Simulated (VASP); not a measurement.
Sn: single point with PBEsol

The system is Sn.

```
Sn
1.0
     0.00000    3.27017    3.27017
     3.27017    0.00000    3.27017
     3.27017    3.27017    0.00000
Sn
2
Cartesian
  0.0000 0.0000 0.0000
  1.6351 1.6351 1.6351
```

This isn't the form of Sn at room conditions, which is tetragonal (white tin).

- Program: VASP 6.6.1
- Task: single point
- Functional: PBEsol
- Potentials or basis: VASP PAW PBE potentials, release 64 (Sn_d)
- Cutoff: 520 eV
- k mesh: 12 × 12 × 12
- Occupations: gaussian, width 0.1 eV
- Spin: no spin polarisation
- Dipole correction: no
- Further INCAR settings: ALGO = Fast; EDIFF = 1e-07; NBANDS = 21

```json
{
  "Pressure": "-0.1 GPa",
  "Band gap on the k mesh": "zero (bands 14 and 15 overlap by 0.19 eV)"
}
```

Levels at points of the mesh, in eV from the Fermi level:
```tsv
k point	band 12	band 13	band 14	band 15	band 16	band 17
(0.00, 0.00, 0.00)	-0.84	0.10	0.10	0.10	2.17	2.17
(0.50, 0.00, 0.00)	-6.22	-1.07	-1.07	-0.09	3.22	3.22
(0.50, 0.50, 0.00)	-7.44	-2.38	-2.38	0.80	0.80	7.58
```

Run time: 3 min on 1 thread of Intel Xeon 8259CL, with other jobs on the host, peak memory 0.25 GiB.

Caveat: the PAW data sets were made with another functional, which shifts forces and pressure a little; spin-orbit coupling is left out, which moves the levels of the heavy elements.
